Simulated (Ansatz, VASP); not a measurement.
# One calculation of Al, two programs

```
Al
1.0
    -1.59917    1.59917    1.59122
     1.59917   -1.59917    1.59122
     1.59917    1.59917   -1.59122
Al
1
Direct
  0.00000 0.00000 0.00000
```

Change from the starting cell: strain +0.0050 x Voigt [1, 1, 0, 0, 0, 0], atoms carried along.

Alike in both runs: task single point; functional r2SCAN; k mesh 20 × 20 × 20; occupations gaussian, width 0.15 eV; no spin polarisation.

|  | VASP | Ansatz |
| --- | --- | --- |
| version | VASP 6.6.1 | Ansatz 0.2.0 |
| potentials or method | VASP PAW PBE potentials, release 64 (Al), cutoff 520 eV | scalar-relativistic, plane waves, PAW |
| valence electrons in the cell | 3 | 3 |

VASP gave:

| Quantity | Value |
| --- | --- |
| gap on the k mesh at the Fermi level (eV) | none |
| pressure (GPa) | -0.7 |
| traceless stress, the component that is largest in VASP (GPa) | -0.23 |

Question: What did Ansatz give for the same quantities?

Answer: gap on the k mesh at the Fermi level (eV): none; pressure (GPa): -0.3; traceless stress, the component that is largest in VASP (GPa): -0.23.

VASP's potentials were made for PBE, not for r2SCAN. A gap of «none» marks a metal or a gap that the smearing closes.
